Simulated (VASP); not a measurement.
# Al12H in VASP: a series of runs

Runs on Al12H. Level: PBE. Tasks: single point.

Everything below comes from runs of VASP 6.6.1. Logs are shortened: lines on timing, memory, paths and dates and some standing lists are left out, and cuts for length are marked.

### 1 The cell of the first run

The cell holds a slab with vacuum, 13 atoms: a = 5.714 Å, b = 5.714 Å, c = 20.102 Å, α = 90.00°, β = 90.00°, γ = 120.00°.

### 2 Single point, PBE

INCAR

```
ALGO = Normal ; DIPOL = 0.5 0.5 0.327
EDIFF = 1E-6 ; ENCUT = 520
GGA = PE ; IDIPOL = 3
ISIF = 2 ; ISMEAR = 0
LASPH = T ; LCHARG = F
LDIPOL = T ; LREAL = F
LWAVE = F ; NBANDS = 30
NELM = 60 ; PREC = Accurate
SIGMA = 0.1
```

KPOINTS

```
k-points
0
Gamma
  6 6 1
```

POSCAR

```
Al12H
1.0
    5.7143028096      0.0000000000      0.0000000000
   -2.8571514048      4.9487313980      0.0000000000
    0.0000000000      0.0000000000     20.1016424764
Al H
12 1
Direct
    0.3333333333      0.1666666667      0.1989887147
    0.3333333333      0.6666666666      0.1989887147
    0.8333333333      0.1666666667      0.1989887147
    0.8333333333      0.6666666667      0.1989887147
    0.1666666667      0.3333333334      0.3134533099
    0.1666666667      0.8333333333      0.3134533099
    0.6666666667      0.3333333333      0.3134533099
    0.6666666667      0.8333333333      0.3134533099
    0.0000000000      0.0000000000      0.4279074452
    0.0000000000      0.5000000000      0.4279074452
    0.5000000000      0.0000000000      0.4279074452
    0.5000000000      0.5000000000      0.4279074452
    0.0000000000      0.2500000000      0.4840429166
```

Potentials or basis: VASP PAW PBE potentials, release 64 (Al, H).

Launch:

```
$ cat potpaw_PBE.64/Al/POTCAR potpaw_PBE.64/H/POTCAR > POTCAR
$ mpirun -np 1 vasp_std > vasp.out
```

OUTCAR:

```text
EDIFF = 1E-6
   ENCUT = 520
   GGA = PE
   ISIF = 2
   ISMEAR = 0
   LASPH = T
   LREAL = F
   NELM = 60
   PREC = Accurate

 ion  position               nearest neighbor table
   1  0.333  0.167  0.199-   5 2.83   6 2.83   7 2.83   2 2.86   4 2.86   4 2.86   3 2.86   3 2.86
                             2 2.86
   2  0.333  0.667  0.199-   5 2.83   6 2.83   8 2.83   1 2.86   3 2.86   4 2.86   3 2.86   4 2.86
                             1 2.86
   3  0.833  0.167  0.199-   7 2.83   8 2.83   5 2.83   2 2.86   4 2.86   4 2.86   1 2.86   1 2.86
                             2 2.86
   4  0.833  0.667  0.199-   8 2.83   7 2.83   6 2.83   2 2.86   1 2.86   3 2.86   3 2.86   1 2.86
                             2 2.86
   5  0.167  0.333  0.313-  12 2.83  10 2.83   9 2.83   2 2.83   1 2.83   3 2.83   6 2.86   8 2.86
                             7 2.86   8 2.86   7 2.86   6 2.86
   6  0.167  0.833  0.313-  10 2.83  11 2.83   9 2.83   2 2.83   1 2.83   4 2.83   5 2.86   7 2.86
                             7 2.86   8 2.86   8 2.86   5 2.86
   7  0.667  0.333  0.313-  11 2.83  10 2.83  12 2.83   3 2.83   4 2.83   1 2.83   5 2.86   8 2.86
                             6 2.86   8 2.86   6 2.86   5 2.86
   8  0.667  0.833  0.313-  12 2.83   9 2.83  11 2.83   4 2.83   3 2.83   2 2.83   5 2.86   7 2.86
                             7 2.86   6 2.86   6 2.86   5 2.86
   9  0.000  0.000  0.428-  13 1.82   8 2.83   5 2.83   6 2.83  12 2.86  10 2.86  10 2.86  12 2.86
                            11 2.86  11 2.86
  10  0.000  0.500  0.428-  13 1.82   6 2.83   7 2.83   5 2.83  11 2.86   9 2.86   9 2.86  11 2.86
                            12 2.86  12 2.86
  11  0.500  0.000  0.428-   7 2.83   6 2.83   8 2.83  10 2.86  12 2.86  12 2.86  10 2.86   9 2.86
                             9 2.86
  12  0.500  0.500  0.428-   8 2.83   5 2.83   7 2.83   9 2.86  11 2.86  11 2.86   9 2.86  10 2.86
                            10 2.86
  13  0.000  0.250  0.484-   9 1.82  10 1.82

  LATTYP: Found a hexagonal cell.
 ALAT       =     5.7143028096
 C/A-ratio  =     3.5177769093

  Lattice vectors:

 A1 = (   5.7143028096,   0.0000000000,   0.0000000000)
 A2 = (  -2.8571514048,   4.9487313980,   0.0000000000)
 A3 = (   0.0000000000,   0.0000000000,  20.1016424764)

Analysis of symmetry for initial positions (statically):
=====================================================================
 Subroutine PRICEL returns:
 Original cell was already a primitive cell.

 Routine SETGRP: Setting up the symmetry group for a
 hexagonal supercell.

 Subroutine GETGRP returns: Found  2 space group operations
 (whereof  1 operations were pure point group operations)
 out of a pool of 24 trial point group operations.

The static configuration has the point symmetry C_1 .
 The point group associated with its full space group is C_1h.

Analysis of symmetry for dynamics (positions and initial velocities):
=====================================================================
 Subroutine PRICEL returns:
 Original cell was already a primitive cell.

 Routine SETGRP: Setting up the symmetry group for a
 hexagonal supercell.

 Subroutine GETGRP returns: Found  2 space group operations
 (whereof  1 operations were pure point group operations)
 out of a pool of 24 trial point group operations.

The dynamic configuration has the point symmetry C_1 .
 The point group associated with its full space group is C_1h.

 Subroutine INISYM returns: Found  2 space group operations
 (whereof  1 operations are pure point group operations),
 and found     1 'primitive' translations

----------------------------------------------------------------------------------------

                                     Primitive cell

  volume of cell :     568.4453

  direct lattice vectors                    reciprocal lattice vectors
     5.714302810  0.000000000  0.000000000     0.174999476  0.101035995  0.000000000
    -2.857151405  4.948731398  0.000000000     0.000000000  0.202071990  0.000000000
     0.000000000  0.000000000 20.101642476     0.000000000  0.000000000  0.049747179

  length of vectors
     5.714302810  5.714302810 20.101642476     0.202071990  0.202071990  0.049747179

  position of ions in fractional coordinates (direct lattice)
     0.333333333  0.166666667  0.198988715
     0.333333333  0.666666667  0.198988715
     0.833333333  0.166666667  0.198988715
[... 54 lines left out ...]
            Coordinates               Weight
  0.000000  0.000000  0.000000      1.000000
  0.166667  0.000000  0.000000      2.000000
  0.000000  0.166667  0.000000      4.000000
  0.333333  0.000000  0.000000      2.000000
  0.000000  0.333333  0.000000      4.000000
  0.500000  0.000000  0.000000      1.000000
  0.000000  0.500000  0.000000      2.000000
  0.166667  0.166667  0.000000      4.000000
 -0.166667  0.333333  0.000000      2.000000
  0.333333  0.166667  0.000000      4.000000
 -0.166667  0.500000  0.000000      4.000000
  0.500000  0.333333  0.000000      4.000000
  0.333333  0.333333  0.000000      2.000000
   k-points           NKPTS =     13   k-points in BZ     NKDIM =     13   number of bands    NBANDS=     30
   number of dos      NEDOS =    301   number of ions     NIONS =     13
   total plane-waves  NPLWV = 264600
   dimension x,y,z NGX =    42 NGY =   42 NGZ =  150
   dimension x,y,z NGXF=    84 NGYF=   84 NGZF=  300
   ions per type =              12   1
   NGX,Y,Z   is equivalent  to a cutoff of  12.22, 12.22, 12.41 a.u.
   NGXF,Y,Z  is equivalent  to a cutoff of  24.44, 24.44, 24.81 a.u.
 SYSTEM =  unknown system
   PREC   = accura    normal or accurate (medium, high low for compatibility)
   ISTART =      0    job   : 0-new  1-cont  2-samecut
   ICHARG =      2    charge: 1-file 2-atom 10-const
   ISPIN  =      1    spin polarized calculation?
   LNONCOLLINEAR =      F non collinear calculations
   LSORBIT =      F    spin-orbit coupling
   LASPH  =      T    aspherical Exc in radial PAW
   ENCUT  =  520.0 eV  38.22 Ry    6.18 a.u.  10.62 10.62 37.38*2*pi/ulx,y,z
   NELM   =     60;   NELMIN=  2; NELMDL= -5     # of ELM steps
   EDIFF  = 0.1E-05   stopping-criterion for ELM
   LREAL  =      F    real-space projection
   EDIFFG = 0.1E-04   stopping-criterion for IOM
   NSW    =      0    number of steps for IOM
   IBRION =     -1    ionic relax: 0-MD 1-quasi-New 2-CG
   NFREE  =      0    steps in history (QN), initial steepest desc. (CG)
   ISIF   =      2    stress and relaxation
   ISYM   =      2    0-nonsym 1-usesym 2-fastsym
   POTIM  = 0.5000    time-step for ionic-motion
   TEBEG  =    0.0;   TEEND  =   0.0 temperature during run
   PSTRESS=    0.0 pullay stress
   NELECT =      37.0000    total number of electrons
   NUPDOWN=      -1.0000    fix difference up-down
   EMIN   =  10.00;   EMAX   =-10.00  energy-range for DOS
   EFERMI =   0.00;   METHOD = LEGACY
   ISMEAR =     0;   SIGMA  =   0.10  broadening in eV -4-tet -1-fermi 0-gaus
   EFERMI_NEDOS =   21; number of points for ismear=-14 and -15
   IALGO  =     38    algorithm
   IMIX   =      4    mixing-type and parameters
     AMIX     =   0.40;   BMIX     =  1.00
     AMIX_MAG =   1.60;   BMIX_MAG =  1.00
  volume/ion in A,a.u.               =      43.73       295.08
  Fermi-wavevector in a.u.,A,eV,Ry     =   0.658535  1.244452  5.900425  0.433669
  Thomas-Fermi vector in A             =   1.730388
   LORBIT       =      0    0 simple, 1 ext, 2 COOP (PROOUT), +10 PAW based schemes
   GGA     = PE    functional components
   LHFCALC =     F    Hartree Fock is set to
   AEXX    =    0.0000 exact exchange contribution
   IVDW    =     0    specifies the selected vdW correction
   LEPSILON=     F    determine dielectric tensor
   LRPA    =     F    only Hartree local field effects (RPA)
 non-spin polarized calculation
 Gauss-broadening in eV      SIGMA  =   0.10
  energy-cutoff  :      520.00
  volume of cell :      568.45
 maximum number of plane-waves:     15351
   NGX = 21   NGY = 21   NGZ = 75

 dipolmoment           0.000000      0.000000     -0.004696 electrons x Angstroem

 number of electron      37.0000000 magnetization

 dipolmoment           0.000000      0.000000      0.003454 electrons x Angstroem

 Free energy of the ion-electron system (eV)
  ---------------------------------------------------
  ext. energy  EPLUGINS =         0.00000000
  ---------------------------------------------------
  free energy    TOTEN  =       -45.13091787 eV

  energy without entropy =      -45.11320004  energy(sigma->0) =      -45.12205896

 E-fermi :   0.2743     XC(G=0):  -4.4646

 val. band max:        0.2584481753   @ k =   0.1667   0.1667   0.0000
 cond. band min:       0.3399322053   @ k =  -0.1667   0.3333   0.0000
 fundamental gap:      0.0814840300
 Fermi energy:         0.2743028596

 k-point     1 :       0.0000    0.0000    0.0000
  band No.  band energies     occupation
      1     -10.3655      2.00000
      2      -8.8168      2.00000
      3      -6.5153      2.00000
      4      -4.8867      2.00000
      5      -4.4491      2.00000
      6      -4.4424      2.00000
[... 418 lines left out ...]
     29       3.5643      0.00000
     30       3.5996      0.00000

------------------------ aborting loop because EDIFF is reached ----------------------------------------

 vacuum level on the upper side and lower side of the slab       (xc-potential included)        -0.049        -0.093

  FORCE on cell =-STRESS in cart. coord.  units (eV):
  Direction    XX          YY          ZZ          XY          YZ          ZX
  --------------------------------------------------------------------------------------
  -------------------------------------------------------------------------------------
  Total       -2.2326901     -2.4875613      0.8253269      0.2207249     -0.1925219     -0.3334577
  in kB       -6.2928931     -7.0112539      2.3262046      0.6221186     -0.5426278     -0.9398590
  external PRESSURE =      -3.6593141 kB  Pullay stress =       0.0000000 kB

 VOLUME and BASIS-vectors are now :
 -----------------------------------------------------------------------------
  energy-cutoff  :      520.00
  volume of cell :      568.45
      direct lattice vectors                 reciprocal lattice vectors
     5.714302810  0.000000000  0.000000000     0.174999476  0.101035995  0.000000000
    -2.857151405  4.948731398  0.000000000     0.000000000  0.202071990  0.000000000
     0.000000000  0.000000000 20.101642476     0.000000000  0.000000000  0.049747179

 POSITION                                       TOTAL-FORCE (eV/Angst)
 -----------------------------------------------------------------------------------
      1.42858      0.82479      4.00000         0.051455      0.040433     -0.089488
     -0.00000      3.29915      4.00000         0.060743      0.024345     -0.089488
      4.28573      0.82479      4.00000        -0.092012     -0.053123      0.004713
      2.85715      3.29915      4.00000        -0.047135     -0.027213     -0.126598
      0.00000      1.64958      6.30093         0.001861      0.001075      0.267487
     -1.42858      4.12394      6.30093         0.070690      0.040813     -0.079714
      2.85715      1.64958      6.30093         0.017151      0.056134      0.022548
      1.42858      4.12394      6.30093         0.057189     -0.013214      0.022548
      0.00000      0.00000      8.60164         0.179400     -0.090933      0.114274
     -1.42858      2.47437      8.60164         0.010950      0.200832      0.114274
      2.85715      0.00000      8.60164        -0.459020     -0.265015     -0.120765
      1.42858      2.47437      8.60164         0.254740      0.147074     -0.037318
     -0.71429      1.23718      9.73006        -0.106014     -0.061207     -0.002473
 -----------------------------------------------------------------------------------
    total drift:                                0.000061      0.000035     -0.000029

  FREE ENERGIE OF THE ION-ELECTRON SYSTEM (eV)
  ---------------------------------------------------
  free  energy   TOTEN  =       -45.1309178712 eV

  energy  without entropy=      -45.1132000443  energy(sigma->0) =      -45.12205896

 vacuum level on the upper side and lower side of the slab         4.185         4.138
```

Wall time 15 min (1 thread of Intel Xeon 8259CL, shared host); peak memory 0.64 GiB.

What came out:

```
Free energy            : -45.1309 eV
Largest force          : 0.544 eV/Å
Band gap on the k mesh : zero (an odd number of electrons rules out a gap without spin polarisation)
```

Forces on the atoms (eV/Å):
```
Al   0.051  0.040 -0.089
Al   0.061  0.024 -0.089
Al  -0.092 -0.053  0.005
Al  -0.047 -0.027 -0.127
Al   0.002  0.001  0.267
Al   0.071  0.041 -0.080
Al   0.017  0.056  0.023
Al   0.057 -0.013  0.023
Al   0.179 -0.091  0.114
Al   0.011  0.201  0.114
Al  -0.459 -0.265 -0.121
Al   0.255  0.147 -0.037
H   -0.106 -0.061 -0.002
```

Levels at points of the mesh, in eV from the Fermi level:
```
           k point  band 16  band 17  band 18  band 19  band 20  band 21
(0.00, 0.00, 0.00)    -2.74    -1.51    -0.49    -0.41    -0.34    -0.18
(0.50, 0.00, 0.00)    -0.51    -0.26    -0.25     0.40     0.89     0.89
(0.00, 0.50, 0.00)    -0.51    -0.42    -0.24     0.27     0.91     0.98
```

### 3 Single point, PBE

INCAR

```
ALGO     = Normal         # electronic algorithm
DIPOL    = 0.5 0.5 0.328
EDIFF    = 1E-6           # SCF threshold, eV
ENCUT    = 520            # plane-wave cutoff, eV
GGA      = PE             # functional
IDIPOL   = 3            
ISIF     = 2              # what is computed and relaxed
ISMEAR   = 0              # smearing method
LASPH    = True           # aspherical terms in the spheres
LCHARG   = False          # write CHGCAR
LDIPOL   = True         
LREAL    = False          # projectors in reciprocal space
LWAVE    = False          # write WAVECAR
NBANDS   = 30             # bands
NELM     = 60             # most SCF steps
PREC     = Accurate       # precision mode
SIGMA    = 0.1            # smearing width, eV
```

KPOINTS is that of step 2.

POSCAR

```
Al12H
1.0
    5.7143028096      0.0000000000      0.0000000000
   -2.8571514048      4.9487313980      0.0000000000
    0.0000000000      0.0000000000     20.1016424764
Al H
12 1
Direct
    0.3333333334      0.1666666667      0.1989887147
    0.3333333334      0.6666666667      0.1989887147
    0.8333333334      0.1666666667      0.1989887147
    0.8333333333      0.6666666667      0.1989887147
    0.1666666667      0.3333333333      0.3134533099
    0.1666666667      0.8333333333      0.3134533099
    0.6666666667      0.3333333333      0.3134533099
    0.6666666667      0.8333333333      0.3134533099
    0.0000000000      0.0000000000      0.4279074452
    0.0000000000      0.5000000000      0.4279074452
    0.5000000000      0.0000000000      0.4279074452
    0.5000000000      0.5000000000      0.4279074452
    0.0833333334      0.1666666667      0.4995437720
```

Potentials or basis: VASP PAW PBE potentials, release 64 (Al, H).

Launch:

```
$ cat potpaw_PBE.64/Al/POTCAR potpaw_PBE.64/H/POTCAR > POTCAR
$ mpirun -np 1 vasp_std > vasp.out
```

It took 17 min on 1 thread of Intel Xeon 8259CL, shared host; peak memory 0.65 GiB.

Results (log left out):

```
Free energy            : -45.0236 eV
Largest force          : 0.417 eV/Å
Band gap on the k mesh : zero (an odd number of electrons rules out a gap without spin polarisation)
```

Forces in eV/Å, atoms in the order of the input:
```
Al   0.096 -0.020 -0.070
Al   0.000  0.074 -0.048
Al  -0.096 -0.020 -0.070
Al   0.000 -0.028 -0.110
Al   0.000  0.106  0.265
Al   0.114 -0.072 -0.004
Al   0.000  0.126 -0.074
Al  -0.114 -0.072 -0.004
Al   0.000 -0.183  0.374
Al  -0.121  0.108 -0.046
Al   0.000 -0.055 -0.151
Al   0.121  0.108 -0.046
H    0.000 -0.073 -0.015
```

Levels at points of the mesh, in eV from the Fermi level:
| k point | band 16 | band 17 | band 18 | band 19 | band 20 | band 21 |
| --- | --- | --- | --- | --- | --- | --- |
| (0.00, 0.00, 0.00) | -2.75 | -1.66 | -0.44 | -0.39 | -0.32 | -0.17 |
| (0.50, 0.00, 0.00) | -0.53 | -0.43 | -0.25 | 0.10 | 0.91 | 0.99 |
| (0.00, 0.50, 0.00) | -0.53 | -0.29 | -0.27 | -0.11 | 0.89 | 0.92 |

### 4 Single point, PBE

INCAR

```
SYSTEM = Al12H
PREC     = Accurate       ! precision mode
ENCUT    = 520            ! plane-wave cutoff, eV
EDIFF    = 1E-7           ! SCF threshold, eV
ISMEAR   = 0              ! smearing method
SIGMA    = 0.1            ! smearing width, eV
LREAL    = .False.        ! projectors in reciprocal space
LASPH    = .True.         ! aspherical terms in the spheres
NELM     = 80             ! most SCF steps
ALGO     = Normal         ! electronic algorithm
ISIF     = 2              ! what is computed and relaxed
LWAVE    = .False.        ! write WAVECAR
LCHARG   = .False.        ! write CHGCAR
LDIPOL   = .True.       
IDIPOL   = 3            
DIPOL    = 0.5 0.5 0.328
GGA      = PE             ! functional
NBANDS   = 30             ! bands
```

KPOINTS

```
regular mesh
0
Gamma
  6 6 1
  0 0 0
```

POSCAR

```
Al12H
1.0
    5.7143028096      0.0000000000      0.0000000000
   -2.8571514048      4.9487313980      0.0000000000
    0.0000000000      0.0000000000     20.1016424764
Al H
12 1
Direct
    0.3333333333      0.1666666667      0.1989887147
    0.3333333333      0.6666666667      0.1989887147
    0.8333333333      0.1666666667      0.1989887147
    0.8333333333      0.6666666667      0.1989887147
    0.1666666667      0.3333333334      0.3134533099
    0.1666666667      0.8333333334      0.3134533099
    0.6666666667      0.3333333334      0.3134533099
    0.6666666667      0.8333333333      0.3134533099
    0.0000000000      0.0000000000      0.4279074452
    0.0000000000      0.5000000000      0.4279074452
    0.5000000000      0.0000000000      0.4279074452
    0.5000000000      0.5000000000      0.4279074452
    0.1666666667      0.0833333334      0.4993337531
```

Launch:

```
$ cat potpaw_PBE.64/Al/POTCAR potpaw_PBE.64/H/POTCAR > POTCAR
$ mpirun -np 1 vasp_std > vasp.out
```

Wall time 17 min (1 thread of Intel Xeon 8259CL, shared host); peak memory 0.64 GiB.

Results (log left out):

| Quantity | Value |
| --- | --- |
| Free energy | -45.0477 eV |
| Largest force | 0.448 eV/Å |
| Band gap on the k mesh | zero (an odd number of electrons rules out a gap without spin polarisation) |

Forces on the atoms (eV/Å):
```
Al   0.045  0.026 -0.014
Al  -0.005 -0.003 -0.076
Al  -0.037  0.049 -0.115
Al   0.024 -0.057 -0.115
Al   0.008  0.075  0.173
Al   0.069 -0.030  0.173
Al   0.041  0.024 -0.038
Al  -0.140 -0.081 -0.054
Al  -0.282 -0.163  0.308
Al  -0.110 -0.064 -0.087
Al   0.268 -0.045 -0.066
Al   0.095  0.254 -0.066
H    0.024  0.014 -0.023
```

Levels at points of the mesh, in eV from the Fermi level:
```tsv
k point	band 16	band 17	band 18	band 19	band 20	band 21
(0.00, 0.00, 0.00)	-2.77	-1.65	-0.44	-0.41	-0.26	-0.22
(0.50, 0.00, 0.00)	-0.54	-0.52	-0.26	0.15	0.90	1.08
(0.00, 0.50, 0.00)	-0.54	-0.37	-0.27	0.05	0.88	0.93
```

### 5 Overview

```tsv
cell	gap on the mesh (eV)	largest force (eV/Å)
as given, atomic positions A	none	0.54
as given, atomic positions B	none	0.42
as given, atomic positions C	none	0.45
```

Alike in all rows: task single point; level PBE; potentials or basis VASP PAW PBE potentials, release 64 (Al, H); no spin polarisation; k mesh 6 × 6 × 1; cutoff (eV) 520; smearing gaussian 0.1 eV.

Total energies depend on the potentials used, so only differences within one code and one set of settings carry meaning.

The gap in the log of VASP goes by the Fermi energy; the results here count the filled bands.